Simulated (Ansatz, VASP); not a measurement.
# One calculation of Ga7CuAs8, two programs

```
Cu Ga As
1.0
     0.00000    5.65370    5.65370
     5.65370    0.00000    5.65370
     5.65370    5.65370    0.00000
Cu Ga As
1 7 8
Direct
  0.00000 0.00000 0.00000
  0.00322 0.00322 0.49678
  0.00322 0.49678 0.00322
  0.00322 0.49678 0.49678
  0.49678 0.00322 0.00322
  0.49678 0.00322 0.49678
  0.49678 0.49678 0.00322
  0.50000 0.50000 0.50000
  0.12072 0.12072 0.12072
  0.12072 0.12072 0.63785
  0.12072 0.63785 0.12072
  0.12387 0.62538 0.62538
  0.63785 0.12072 0.12072
  0.62538 0.12387 0.62538
  0.62538 0.62538 0.12387
  0.62538 0.62538 0.62538
```

Alike in both runs: task single point; functional PBEsol; k mesh 3 × 3 × 3; occupations gaussian, width 0.05 eV; no spin polarisation; Hubbard terms Cu d U = 5.0 eV.

|  | VASP | Ansatz |
| --- | --- | --- |
| version | VASP 6.6.1 | Ansatz 0.2.0 |
| potentials or method | VASP PAW PBE potentials, release 64 (Cu, Ga_d, As), cutoff 520 eV | scalar-relativistic, plane waves, PAW |
| valence electrons in the cell | 142 | 230 |

```tsv
	VASP	Ansatz	Ansatz less VASP
gap on the k mesh at the Fermi level (eV)	none	none	-
pressure (GPa)	-1.2	-1.2	-0.03
rms of the force components (eV/Å)	0.024	0.005	-0.0192
```

VASP's potentials were made for PBE, not for PBEsol. The programs project onto different local orbitals, so the same U acts differently, and such runs can settle in different states. Atom by atom the forces differ by 0.027 eV/Å (rms over components). A gap of «none» marks a metal or a gap that the smearing closes. VASP's potentials hold 142 valence electrons a cell and Ansatz's 230, so a difference there can come from the potentials and not from the codes. Ansatz's warnings: filled band counts differ across k points.
